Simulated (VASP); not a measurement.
A run of VASP 6.6.1:

The input INCAR:

```
SYSTEM = Sb
PREC = Accurate
ENCUT = 520
EDIFF = 1E-7
ISMEAR = -1
SIGMA = 0.05
LREAL = .False.
LASPH = .True.
NELM = 80
ALGO = Normal
ISIF = 2
LWAVE = .False.
LCHARG = .False.
NBANDS = 12
```

KPOINTS

```
Automatic mesh
0
Gamma
  8 8 8
  0 0 0
```

File POSCAR:

```
Sb
1.0
    2.1397418462      1.2353805309      3.7327777635
   -2.1397418462      1.2353805309      3.7327777635
    0.0000000000     -2.4707610619      3.7327777635
Sb
2
Direct
    0.7665100000      0.7665100000      0.7665100000
    0.2334900000      0.2334900000      0.2334900000
```

Potentials or basis: VASP PAW LDA potentials, release 64 (Sb).

Run with:

```sh
$ cat potpaw_LDA.64/Sb/POTCAR > POTCAR
$ mpirun -np 1 vasp_std > vasp.out
```

Hardware: 1 thread of Intel(R) Xeon(R) 6975P-C (Granite Rapids), with other jobs on the host.

Task: How long does it take, and how much memory?

Result: Run time: 20 s on 1 thread of Intel(R) Xeon(R) 6975P-C (Granite Rapids), with other jobs on the host, peak memory 0.18 GiB. Counts: scf iterations 11, k points 65.
